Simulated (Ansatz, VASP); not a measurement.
**Ti: VASP beside Ansatz**

```
Ti
1.0
     2.96193    0.00000    0.00000
    -1.48096    2.56510    0.00000
     0.00000    0.00000    4.69013
Ti
2
Direct
  0.33333 0.66667 0.25000
  0.66667 0.33333 0.75000
```

Alike in both runs: functional BLYP; k mesh 12 × 12 × 7; occupations fermi-dirac, width 0.1 eV; no spin polarisation.

Ansatz relaxed the structure, and its values are those at the end. VASP's run is a single point on that final structure, the one shown.

|  | VASP | Ansatz |
| --- | --- | --- |
| version | VASP 6.6.1 | Ansatz 0.2.0 |
| potentials or method | VASP PAW PBE potentials, release 64 (Ti_sv), cutoff 520 eV | plane waves (420 eV) with PAW, scalar-relativistic |
| valence electrons in the cell | 24 | 24 |

```tsv
	VASP	Ansatz	Ansatz less VASP
pressure (GPa)	0.0	0.0	+0.03
```

VASP's potentials were made for PBE, not for BLYP.
